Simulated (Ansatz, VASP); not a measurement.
# One calculation of Fe, two programs

```
CELL_PARAMETERS angstrom
2.47069 0.00000 0.00000
-1.23534 2.13968 0.00000
0.00000 0.00000 3.90463
ATOMIC_POSITIONS crystal
Fe 0.33333 0.66667 0.25000
Fe 0.66667 0.33333 0.75000
```

Alike in both runs: task single point; functional LDA; k mesh 17 × 17 × 9; occupations fermi-dirac, width 0.1 eV; no spin polarisation.

|  | VASP | Ansatz |
| --- | --- | --- |
| version | VASP 6.6.1 | Ansatz 0.2.0 |
| potentials or method | VASP PAW LDA potentials, release 64 (Fe), cutoff 520 eV | plane waves (420 eV) with PAW, scalar-relativistic |
| valence electrons in the cell | 16 | 32 |

Ansatz gave:

- pressure (GPa): -22.4
- traceless stress, the component that is largest in VASP (GPa): -0.46

Question: Estimate VASP's values.

Answer: Pressure (GPa): -22.5; traceless stress, the component that is largest in VASP (GPa): -0.56.

Ansatz warns that its potentials were made for another functional, while VASP's fit it. LDA's correlation is that of Perdew and Zunger in VASP and of Perdew and Wang (1992) in Ansatz. VASP's potentials hold 16 valence electrons a cell and Ansatz's 32, so a difference there can come from the potentials and not from the codes.
